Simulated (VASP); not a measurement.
## Li4ZrO3: single point with PBE

The system is Li4ZrO3.

```xyz
8
Lattice="4.7821 -2.0877 0.0254 4.7821 2.0877 0.0254 -4.7024 0.0000 4.9332" Properties=species:S:1:pos:R:3 pbc="T T T"
Li    6.7333    0.0000    1.4157
Li   -1.8716    0.0000    3.5683
Li    4.1298    0.0000    1.9520
Li    0.7319    0.0000    3.0321
Zr    0.0000    0.0000    0.0000
O    -0.9424    0.0000    1.8393
O     5.8041    0.0000    3.1448
O     4.7821    0.0000    0.0254
```

| Property | Result |
| --- | --- |
| Program | VASP 6.6.1 |
| Task | single point |
| Functional | PBE |
| Potentials or basis | VASP PAW PBE potentials, release 64 (Li_sv, Zr_sv, O) |
| Cutoff | 520 eV |
| k mesh | 10 × 10 × 8 |
| Occupations | gaussian, width 0.01 eV |
| Spin | no spin polarisation |

The largest force is 0.030 eV/Å and the band gap on the k mesh is 0.30 eV (least direct gap 0.44 eV).

Forces in eV/Å, atoms in the order of the input:
```
Li  -0.007  0.000 -0.014
Li   0.007  0.000  0.014
Li  -0.001  0.000 -0.003
Li   0.001  0.000  0.003
Zr   0.000  0.000  0.000
O   -0.010  0.000  0.028
O    0.010  0.000 -0.028
O    0.000  0.000  0.000
```

Levels at points of the mesh, in eV from the valence-band top:
| k point | band 18 | band 19 | band 20 | band 21 | band 22 | band 23 | band 24 | band 25 |
| --- | --- | --- | --- | --- | --- | --- | --- | --- |
| (0.00, 0.00, 0.00) | -3.76 | -3.70 | -3.42 | -2.08 | 0.30 | 1.50 | 2.16 | 3.23 |
| (0.50, 0.00, 0.00) | -3.95 | -3.57 | -3.45 | -0.73 | 0.63 | 1.73 | 2.67 | 3.53 |
| (0.50, 0.50, 0.00) | -4.24 | -3.82 | -3.35 | -0.52 | 0.69 | 1.22 | 1.76 | 1.98 |
| (0.00, 0.00, 0.50) | -4.40 | -3.93 | -3.78 | -1.53 | 0.32 | 1.13 | 1.32 | 1.82 |
| (0.50, 0.00, 0.50) | -4.18 | -3.86 | -3.77 | -0.80 | 1.08 | 1.85 | 2.64 | 3.22 |
| (0.50, 0.50, 0.50) | -4.36 | -3.63 | -3.57 | 0.00 | 0.44 | 0.72 | 2.10 | 2.27 |

Run time: 17 min on 1 thread of Intel(R) Xeon(R) Platinum 8488C (Sapphire Rapids), on a shared host, peak memory 0.71 GiB.

 A k mesh can miss the band edges.
